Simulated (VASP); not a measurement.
# H8CO6 in VASP: further runs

The runs below take H8CO6 through single point, with PBEsol.

Everything below comes from runs of VASP 6.6.1. Logs are shortened: lines on timing, memory, paths and dates and some standing lists are left out, and cuts for length are marked.

## Step 1: The cell of the first run

The cell holds an amorphous packing of atoms, 15 atoms: a = 5.511 Å, b = 5.511 Å, c = 5.511 Å, α = 90.00°, β = 90.00°, γ = 90.00°.

## Step 2: Single point, PBEsol

INCAR reads:

```
SYSTEM = H8CO6
  PREC = Accurate
  ENCUT = 520
  EDIFF = 1E-6
  ISMEAR = -1
  SIGMA = 0.05
  LREAL = Auto
  LASPH = .TRUE.
  NELM = 100
  ALGO = Normal
  ISIF = 2
  LWAVE = .FALSE.
  LCHARG = .FALSE.
  GGA = PS
  NBANDS = 37
```

KPOINTS reads:

```
Automatic mesh
0
G
  1 1 1
  0 0 0
```

POSCAR reads:

```
H8CO6
1.0
    5.5112720000      0.0000000000      0.0000000000
    0.0000000000      5.5112720000      0.0000000000
    0.0000000000      0.0000000000      5.5112720000
O H C
6 8 1
Direct
    0.7122785074      1.0772545780      0.7418436079
    0.4864210369      0.4151806302      0.5027165532
    0.0525030044      0.7123896175      0.5320050901
    0.7647351397      0.4304750760      0.1040379096
    0.5172164425      0.8928943368      0.2524101259
    0.1757537345      1.0373627721      0.0471993332
    0.6221564700      1.2079894867      0.6485812796
    0.6079951683      0.9355547773      0.7230836341
    0.5596634041      0.4454649629      0.3398906673
    0.3404776704      0.5168270356      0.5203575532
   -0.0652755705      0.6442653240      0.4177003487
   -0.0268707471      0.8602361119      0.5960251196
    0.7940367162      0.5570875679     -0.0155220022
    0.7650298163      0.2784346263      0.0063985296
    0.3447559068      0.9676619967      0.1539593501
```

Potentials or basis: VASP PAW PBE potentials, release 64 (O, H, C).

On the command line:

```bash
$ cat potpaw_PBE.64/O/POTCAR potpaw_PBE.64/H/POTCAR potpaw_PBE.64/C/POTCAR > POTCAR
$ mpirun -np 1 vasp_gam > vasp.out
```

OUTCAR:

```text
SYSTEM = H8CO6
   PREC = Accurate
   ENCUT = 520
   EDIFF = 1E-6
   ISMEAR = -1
   LREAL = Auto
   LASPH = .TRUE.
   NELM = 100
   ISIF = 2
   GGA = PS

 ion  position               nearest neighbor table
   1  0.712  0.077  0.742-   8 0.98   7 1.01
   2  0.486  0.415  0.503-  10 0.99   9 1.00
   3  0.053  0.712  0.532-  11 0.98  12 0.99
   4  0.765  0.430  0.104-  13 0.97  14 1.00
   5  0.517  0.893  0.252-  15 1.17
   6  0.176  0.037  0.047-  15 1.17
   7  0.622  0.208  0.649-   1 1.01
   8  0.608  0.936  0.723-   1 0.98
   9  0.560  0.445  0.340-   2 1.00
  10  0.340  0.517  0.520-   2 0.99
  11  0.935  0.644  0.418-   3 0.98
  12  0.973  0.860  0.596-   3 0.99
  13  0.794  0.557  0.984-   4 0.97
  14  0.765  0.278  0.006-   4 1.00
  15  0.345  0.968  0.154-   6 1.17   5 1.17

  LATTYP: Found a simple cubic cell.
 ALAT       =     5.5112720000

  Lattice vectors:

 A1 = (   5.5112720000,   0.0000000000,   0.0000000000)
 A2 = (   0.0000000000,   5.5112720000,   0.0000000000)
 A3 = (   0.0000000000,   0.0000000000,   5.5112720000)

Analysis of symmetry for initial positions (statically):
=====================================================================
 Subroutine PRICEL returns:
 Original cell was already a primitive cell.

 Routine SETGRP: Setting up the symmetry group for a
 simple cubic supercell.

 Subroutine GETGRP returns: Found  1 space group operations
 (whereof  1 operations were pure point group operations)
 out of a pool of 48 trial point group operations.

The static configuration has the point symmetry C_1 .

Analysis of symmetry for dynamics (positions and initial velocities):
=====================================================================
 Subroutine PRICEL returns:
 Original cell was already a primitive cell.

 Routine SETGRP: Setting up the symmetry group for a
 simple cubic supercell.

 Subroutine GETGRP returns: Found  1 space group operations
 (whereof  1 operations were pure point group operations)
 out of a pool of 48 trial point group operations.

The dynamic configuration has the point symmetry C_1 .

 Subroutine INISYM returns: Found  1 space group operations
 (whereof  1 operations are pure point group operations),
 and found     1 'primitive' translations

----------------------------------------------------------------------------------------

                                     Primitive cell

  volume of cell :     167.4000

  direct lattice vectors                    reciprocal lattice vectors
     5.511272000  0.000000000  0.000000000     0.181446316  0.000000000  0.000000000
     0.000000000  5.511272000  0.000000000     0.000000000  0.181446316  0.000000000
     0.000000000  0.000000000  5.511272000     0.000000000  0.000000000  0.181446316

  length of vectors
     5.511272000  5.511272000  5.511272000     0.181446316  0.181446316  0.181446316

  position of ions in fractional coordinates (direct lattice)
     0.712278507  0.077254578  0.741843608
     0.486421037  0.415180630  0.502716553
     0.052503004  0.712389618  0.532005090
     0.764735140  0.430475076  0.104037910
     0.517216443  0.892894337  0.252410126
     0.175753734  0.037362772  0.047199333
     0.622156470  0.207989487  0.648581280
     0.607995168  0.935554777  0.723083634
     0.559663404  0.445464963  0.339890667
     0.340477670  0.516827036  0.520357553
     0.934724430  0.644265324  0.417700349
     0.973129253  0.860236112  0.596025120
     0.794036716  0.557087568  0.984477998
     0.765029816  0.278434626  0.006398530
     0.344755907  0.967661997  0.153959350

  ion indices of the primitive-cell ions
   primitive index   ion index
                 1           1
                 2           2
                 3           3
                 4           4
                 5           5
                 6           6
                 7           7
                 8           8
                 9           9
                10          10
                11          11
                12          12
                13          13
                14          14
                15          15

----------------------------------------------------------------------------------------

 KPOINTS: Automatic mesh

Automatic generation of k-mesh.
 Grid dimensions read from file:
 generate k-points for:    1    1    1

 Generating k-lattice:

  Cartesian coordinates                     Fractional coordinates (reciprocal lattice)
     0.181446316  0.000000000  0.000000000     1.000000000  0.000000000  0.000000000
     0.000000000  0.181446316  0.000000000     0.000000000  1.000000000  0.000000000
     0.000000000  0.000000000  0.181446316     0.000000000  0.000000000  1.000000000

  Length of vectors
     0.181446316  0.181446316  0.181446316

  Shift w.r.t. Gamma in fractional coordinates (k-lattice)
     0.000000000  0.000000000  0.000000000

 Subroutine IBZKPT returns following result:
 ===========================================

 Found      1 irreducible k-points:

 Following reciprocal coordinates:
            Coordinates               Weight
  0.000000  0.000000  0.000000      1.000000
   k-points           NKPTS =      1   k-points in BZ     NKDIM =      1   number of bands    NBANDS=     37
   number of dos      NEDOS =    301   number of ions     NIONS =     15
   total plane-waves  NPLWV =  74088
   dimension x,y,z NGX =    42 NGY =   42 NGZ =   42
   dimension x,y,z NGXF=    84 NGYF=   84 NGZF=   84
   ions per type =               6   8   1
   NGX,Y,Z   is equivalent  to a cutoff of  12.67, 12.67, 12.67 a.u.
   NGXF,Y,Z  is equivalent  to a cutoff of  25.34, 25.34, 25.34 a.u.
 SYSTEM =  H8CO6
   PREC   = accura    normal or accurate (medium, high low for compatibility)
   ISTART =      0    job   : 0-new  1-cont  2-samecut
   ICHARG =      2    charge: 1-file 2-atom 10-const
   ISPIN  =      1    spin polarized calculation?
   LNONCOLLINEAR =      F non collinear calculations
   LSORBIT =      F    spin-orbit coupling
   LASPH  =      T    aspherical Exc in radial PAW
   ENCUT  =  520.0 eV  38.22 Ry    6.18 a.u.  10.25 10.25 10.25*2*pi/ulx,y,z
   NELM   =    100;   NELMIN=  2; NELMDL= -5     # of ELM steps
   EDIFF  = 0.1E-05   stopping-criterion for ELM
   LREAL  =      T    real-space projection
   EDIFFG = 0.1E-04   stopping-criterion for IOM
   NSW    =      0    number of steps for IOM
   IBRION =     -1    ionic relax: 0-MD 1-quasi-New 2-CG
   NFREE  =      0    steps in history (QN), initial steepest desc. (CG)
   ISIF   =      2    stress and relaxation
   ISYM   =      2    0-nonsym 1-usesym 2-fastsym
   POTIM  = 0.5000    time-step for ionic-motion
   TEBEG  =    0.0;   TEEND  =   0.0 temperature during run
   PSTRESS=    0.0 pullay stress
   NELECT =      48.0000    total number of electrons
   NUPDOWN=      -1.0000    fix difference up-down
   EMIN   =  10.00;   EMAX   =-10.00  energy-range for DOS
   EFERMI =   0.00;   METHOD = LEGACY
   ISMEAR =    -1;   SIGMA  =   0.05  broadening in eV -4-tet -1-fermi 0-gaus
   EFERMI_NEDOS =   21; number of points for ismear=-14 and -15
   IALGO  =     38    algorithm
   IMIX   =      4    mixing-type and parameters
     AMIX     =   0.40;   BMIX     =  1.00
     AMIX_MAG =   1.60;   BMIX_MAG =  1.00
  volume/ion in A,a.u.               =      11.16        75.31
  Fermi-wavevector in a.u.,A,eV,Ry     =   1.079535  2.040025 15.856173  1.165396
  Thomas-Fermi vector in A             =   2.215503
   LORBIT       =      0    0 simple, 1 ext, 2 COOP (PROOUT), +10 PAW based schemes
   GGA     = PS    functional components
   LHFCALC =     F    Hartree Fock is set to
   AEXX    =    0.0000 exact exchange contribution
   IVDW    =     0    specifies the selected vdW correction
   LEPSILON=     F    determine dielectric tensor
   LRPA    =     F    only Hartree local field effects (RPA)
 non-spin polarized calculation
  energy-cutoff  :      520.00
  volume of cell :      167.40
 maximum number of plane-waves:      2277
 NGX is ok and might be reduce to    42
   NGX = 21   NGY = 21   NGZ = 21

 number of electron      48.0000001 magnetization

 Free energy of the ion-electron system (eV)
  ---------------------------------------------------
  ext. energy  EPLUGINS =         0.00000000
  ---------------------------------------------------
  free energy    TOTEN  =       -82.83186470 eV

  energy without entropy =      -82.83186470  energy(sigma->0) =      -82.83186470

 E-fermi :  -2.3205     XC(G=0):  -7.0838

 val. band max:       -3.5741620314   @ k =   0.0000   0.0000   0.0000
 cond. band min:       1.3202737738   @ k =   0.0000   0.0000   0.0000
 fundamental gap:      4.8944358052
 Fermi energy:        -2.3205335779

 k-point     1 :       0.0000    0.0000    0.0000
  band No.  band energies     occupation
      1     -25.4337      2.00000
      2     -24.4306      2.00000
      3     -21.9539      2.00000
      4     -21.5129      2.00000
      5     -21.3579      2.00000
      6     -21.0583      2.00000
[... 28 lines left out ...]
     35       8.3656      0.00000
     36       8.9646      0.00000
 [bands above 36 left out]

------------------------ aborting loop because EDIFF is reached ----------------------------------------

  FORCE on cell =-STRESS in cart. coord.  units (eV):
  Direction    XX          YY          ZZ          XY          YZ          ZX
  --------------------------------------------------------------------------------------
  -------------------------------------------------------------------------------------
  Total       -0.0690387     -0.8837390     -0.2999411      0.0635163     -1.1674728      0.7850415
  in kB       -0.6607663     -8.4582218     -2.8707213      0.6079116    -11.1738239      7.5135932
  external PRESSURE =      -3.9965698 kB  Pullay stress =       0.0000000 kB

 VOLUME and BASIS-vectors are now :
 -----------------------------------------------------------------------------
  energy-cutoff  :      520.00
  volume of cell :      167.40
      direct lattice vectors                 reciprocal lattice vectors
     5.511272000  0.000000000  0.000000000     0.181446316  0.000000000  0.000000000
     0.000000000  5.511272000  0.000000000     0.000000000  0.181446316  0.000000000
     0.000000000  0.000000000  5.511272000     0.000000000  0.000000000  0.181446316

 POSITION                                       TOTAL-FORCE (eV/Angst)
 -----------------------------------------------------------------------------------
      3.92556      0.42577      4.08850         0.105633     -0.028994      0.071445
      2.68080      2.28817      2.77061        -0.022553      0.068877     -0.089871
      0.28936      3.92617      2.93202        -0.084048      0.140676     -0.009792
      4.21466      2.37247      0.57338         0.026706     -0.002517      0.050634
      2.85052      4.92098      1.39110         0.439302     -0.138281      0.263807
      0.96863      0.20592      0.26013        -0.495289      0.253489     -0.253656
      3.42887      1.14629      3.57451        -0.026838      0.059558     -0.062046
      3.35083      5.15610      3.98511        -0.063743     -0.066780     -0.006717
      3.08446      2.45508      1.87323         0.036165     -0.034233      0.047572
      1.87647      2.84837      2.86783        -0.043785      0.018332      0.068946
      5.15152      3.55072      2.30206         0.020460     -0.125081     -0.023315
      5.36318      4.74100      3.28486         0.057533     -0.051126     -0.005560
      4.37615      3.07026      5.42573         0.003639      0.081448     -0.042845
      4.21629      1.53453      0.03526         0.005623     -0.057499     -0.012839
      1.90004      5.33305      0.84851         0.041195     -0.117867      0.004236
 -----------------------------------------------------------------------------------
    total drift:                                0.012810     -0.014261      0.003089

  FREE ENERGIE OF THE ION-ELECTRON SYSTEM (eV)
  ---------------------------------------------------
  free  energy   TOTEN  =       -82.8318647042 eV

  energy  without entropy=      -82.8318647042  energy(sigma->0) =      -82.83186470
```

Wall time 8.9 s (1 thread of Intel Xeon 6975P-C (Granite Rapids), shared host); peak memory 0.23 GiB.

What came out:

```yaml
Free_energy: -82.8319 eV
Pressure: -0.4 GPa
Largest_force: 0.611 eV/Å
Band_gap_on_the_k_mesh: 4.89 eV
```

Forces in eV/Å, atoms in the order of the input:
```
O    0.106 -0.029  0.071
O   -0.023  0.069 -0.090
O   -0.084  0.141 -0.010
O    0.027 -0.003  0.051
O    0.439 -0.138  0.264
O   -0.495  0.253 -0.254
H   -0.027  0.060 -0.062
H   -0.064 -0.067 -0.007
H    0.036 -0.034  0.048
H   -0.044  0.018  0.069
H    0.020 -0.125 -0.023
H    0.058 -0.051 -0.006
H    0.004  0.081 -0.043
H    0.006 -0.057 -0.013
C    0.041 -0.118  0.004
```

Stress tensor (GPa, compression positive):
```
-0.07  0.06  0.75
 0.06 -0.85 -1.12
 0.75 -1.12 -0.29
```

Caveat: the k points lie up to 1.14 Å⁻¹ apart; the PAW data sets were made with another functional, which shifts forces and pressure a little.

## Step 3: Single point, PBEsol

INCAR reads:

```
ALGO = Normal
EDIFF = 1E-6
ENCUT = 520
GGA = PS
ISIF = 2
ISMEAR = -1
LASPH = T
LCHARG = F
LREAL = Auto
LWAVE = F
NBANDS = 37
NELM = 80
PREC = Accurate
SIGMA = 0.05
```

KPOINTS reads:

```
k-points
0
Gamma
  1 1 1
```

POSCAR reads:

```
H8CO6
1.0
    5.5112720000      0.0000000000      0.0000000000
    0.0000000000      5.5112720000      0.0000000000
    0.0000000000      0.0000000000      5.5112720000
O H C
6 8 1
Direct
    0.6476907690      1.0159179224      0.6020933099
    0.4549766370      0.4871289241      0.4369590178
    0.1256334291      0.8060389689      0.6210000160
    0.6865202806      0.3414093879      0.0497888691
    0.5481311755      0.8678577287      0.1671846354
    0.1828797417      1.0141397485      0.0645404545
    0.6174255235      1.1708186422      0.6839255983
    0.4638312172      0.9533189434      0.6177339823
    0.4919553961      0.5521592837      0.2763245944
    0.6008231856      0.4924453012      0.5695055515
    0.1688176523      0.6369491471      0.6798430562
   -0.0627622806      0.7977287276      0.6054319221
    0.7016166141      0.1949822110      0.1339436704
    0.8495497954      0.3972404193      0.0525105638
    0.3631103673      0.9349928655      0.1280648097
```

Potentials or basis: VASP PAW PBE potentials, release 64 (O, H, C).

On the command line:

```bash
$ cat potpaw_PBE.64/O/POTCAR potpaw_PBE.64/H/POTCAR potpaw_PBE.64/C/POTCAR > POTCAR
$ mpirun -np 1 vasp_gam > vasp.out
```

Wall time 9.4 s (1 thread of Intel Xeon 6975P-C (Granite Rapids), shared host); peak memory 0.23 GiB.

The run converged. Its results:

```
Free energy            : -80.0211 eV
Pressure               : 3.9 GPa
Largest force          : 8.519 eV/Å
Band gap on the k mesh : 3.33 eV
```

Forces on the atoms (eV/Å):
```
O   -3.121 -0.678  0.736
O    1.161 -0.645  3.613
O   -2.200 -2.164  0.350
O   -0.665  1.658 -1.772
O    7.703 -3.278  1.576
O   -3.486  1.524 -0.533
H    0.644 -0.031  0.249
H    2.611  0.498 -0.619
H    1.152 -0.227  0.554
H   -2.414  0.338 -3.234
H   -0.071  1.510 -1.009
H    2.267  0.811  0.309
H   -0.007 -2.174  1.302
H    1.161  0.692 -0.163
C   -4.735  2.165 -1.361
```

Stress tensor (GPa, compression positive):
```
 5.82 -4.27  0.11
-4.27  5.12 -1.06
 0.11 -1.06  0.84
```

Levels at points of the mesh, in eV from the valence-band top:
```
           k point  band 22  band 23  band 24  band 25  band 26  band 27
(0.00, 0.00, 0.00)    -0.88    -0.75     0.00     3.33     6.07     6.30
```

Caveat: the k points lie up to 1.14 Å⁻¹ apart; the PAW data sets were made with another functional, which shifts forces and pressure a little.

## Step 4: Single point, PBEsol

INCAR reads:

```
SYSTEM = H8CO6
PREC = Accurate ; ENCUT = 520
EDIFF = 1E-7 ; ISMEAR = -1
SIGMA = 0.05 ; LREAL = Auto
LASPH = .TRUE. ; NELM = 80
ALGO = Normal ; ISIF = 2
LWAVE = .FALSE. ; LCHARG = .FALSE.
GGA = PS ; NBANDS = 37
```

KPOINTS reads:

```
Automatic mesh
0
G
  1 1 1
  0 0 0
```

POSCAR reads:

```
H8CO6
1.0
    5.5112720000      0.0000000000      0.0000000000
    0.0000000000      5.5112720000      0.0000000000
    0.0000000000      0.0000000000      5.5112720000
O H C
6 8 1
Direct
    0.6892419754      0.9779956424      0.4727039420
    0.4210461759      0.4552488064      0.3263493437
    0.1590376958      0.7420972872      0.5584736155
    0.7956783842      0.2852517531     -0.0592240775
    0.4893062799      0.8346167636     -0.0043728562
    0.2220902906      1.1547424986      0.0909953274
    0.7502442267      1.0969337024      0.5838216659
    0.5086303126      0.9974103982      0.4533799094
    0.5242528404      0.3198172763      0.3582476060
    0.5402201162      0.5738784077      0.3969682498
    0.2710263620      0.6863206897      0.4512569875
    0.0179631853      0.6364955313      0.5505081223
    0.8881071375      0.1162526546     -0.0528371672
    0.9298579348      0.4023209161     -0.0057155589
    0.3646526609      1.0002046714      0.0449805417
```

On the command line:

```bash
$ cat potpaw_PBE.64/O/POTCAR potpaw_PBE.64/H/POTCAR potpaw_PBE.64/C/POTCAR > POTCAR
$ mpirun -np 1 vasp_gam > vasp.out
```

Wall time 11 s (1 thread of Intel Xeon 6975P-C (Granite Rapids), shared host); peak memory 0.23 GiB.

Results (log left out):

| Quantity | Value |
| --- | --- |
| Free energy | -80.2184 eV |
| Pressure | 1.5 GPa |
| Largest force | 5.093 eV/Å |
| Band gap on the k mesh | 3.97 eV |

Forces on the atoms (eV/Å):
```
O   -1.480 -0.822 -1.370
O    1.514  1.776  0.790
O   -3.096  2.464  3.208
O    2.392 -1.267 -0.002
O    0.095  0.511  0.094
O    0.857 -1.294 -0.263
H    0.065  0.753  0.985
H    1.178  0.046  0.807
H    0.426 -1.577 -0.245
H   -0.517 -0.031 -0.503
H    2.061 -2.054 -2.377
H    0.177  0.140 -0.176
H   -1.387  2.809  0.144
H   -1.453 -1.406 -0.654
C   -0.833 -0.051 -0.437
```

Stress tensor (GPa, compression positive):
```
 0.35 -1.79 -1.70
-1.79  0.37  1.10
-1.70  1.10  3.76
```

Levels at points of the mesh, in eV from the valence-band top:
| k point | band 21 | band 22 | band 23 | band 24 | band 25 | band 26 | band 27 | band 28 |
| --- | --- | --- | --- | --- | --- | --- | --- | --- |
| (0.00, 0.00, 0.00) | -1.08 | -0.77 | -0.36 | 0.00 | 3.97 | 5.92 | 6.11 | 7.36 |

Caveat: the k points lie up to 1.14 Å⁻¹ apart; the PAW data sets were made with another functional, which shifts forces and pressure a little.

(Part 1 of 2 ends here.)
